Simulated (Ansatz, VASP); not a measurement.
## Two plane-wave programs on C

```
C
1.0
     0.00000    1.69618    1.91363
     1.69618    0.00000    1.91363
     1.69618    1.69618    0.00000
C
2
Direct
  0.50000 0.50000 0.50000
  0.75000 0.75000 0.75000
```

Alike in both runs: task single point; functional LDA; k mesh 12 × 12 × 12; occupations gaussian, width 0.05 eV; no spin polarisation.

|  | VASP | Ansatz |
| --- | --- | --- |
| version | VASP 6.6.1 | Ansatz 0.2.0 |
| potentials or method | VASP PAW LDA potentials, release 64 (C_h), cutoff 1300 eV | scalar-relativistic, plane waves, PAW |
| valence electrons in the cell | 8 | 8 |

Ansatz gave:

| Property | Result |
| --- | --- |
| gap on the k mesh at the Fermi level (eV) | 2.68 |
| least direct gap on the mesh (eV) | 4.56 |
| pressure (GPa) | 0.4 |
| traceless stress, the component that is largest in VASP (GPa) | -85.93 |

Task: Which values does VASP return?

Result: gap on the k mesh at the Fermi level (eV): 2.67; least direct gap on the mesh (eV): 4.57; pressure (GPa): 1.4; traceless stress, the component that is largest in VASP (GPa): -85.89.

Ansatz warns that its potentials were made for another functional, while VASP's fit it. LDA's correlation is that of Perdew and Zunger in VASP and of Perdew and Wang (1992) in Ansatz.
